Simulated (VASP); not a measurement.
Runs of VASP 6.6.1 on TiO2. It takes space group Fm-3m (No. 225, cubic). Conventional cell: a = 4.794 Å, b = 4.794 Å, c = 4.794 Å, α = 90.00°, β = 90.00°, γ = 90.00°. Ti (site symmetry m-3m) has 8 O at 2.08 Å within 2.7 Å. Within 2.7 Å of O (site symmetry -43m) lie 4 Ti at 2.08 Å and 6 O at 2.40 Å. 

| level | k mesh | grid for exact exchange (PRECFOCK) | share of exact exchange | screening parameter | gap on the mesh (eV) | pressure (GPa) |
| --- | --- | --- | --- | --- | --- | --- |
| PBE-based screened hybrid with 20 % exact exchange | 4 × 4 × 4 | Normal | 0.2 | 0.3 1/Å | (a) | -0.8 |
| r2SCAN | 6 × 6 × 6, shifted | - | - | - | 1.92 | (b) |
| r2SCAN | 4 × 4 × 4 | - | - | - | 1.54 | 1.5 |
| r2SCAN | 2 × 2 × 2 | - | - | - | (c) | 5.5 |
| PBE-based screened hybrid with 5 % exact exchange | 4 × 4 × 4 | Normal | 0.05 | 0.3 1/Å | 1.36 | 4.8 |
| PBEsol | 6 × 6 × 6 | - | - | - | 1.07 | -1.9 |
| r2SCAN | 6 × 6 × 6 | - | - | - | 1.54 | 1.5 |
| PBE-based screened hybrid with 10 % exact exchange | 4 × 4 × 4 | Normal | 0.1 | 0.3 1/Å | 1.60 | 2.9 |

Alike in all rows: task single point; potentials or basis VASP PAW PBE potentials, release 64 (Ti_sv, O); no spin polarisation; cell as given; cutoff (eV) 520; smearing gaussian 0.01 eV.

Q: Estimate the missing entries.

A: (a) 2.11; (b) 1.6; (c) 1.10.

Caveats: some runs use coarse meshes; the structure was generated, so it needn't be the stable form of TiO2; the PAW data sets were made with another functional, which shifts forces and pressure a little; a shifted mesh leaves out Γ, where band edges can lie (at least some runs).

A k mesh can miss the band edges.
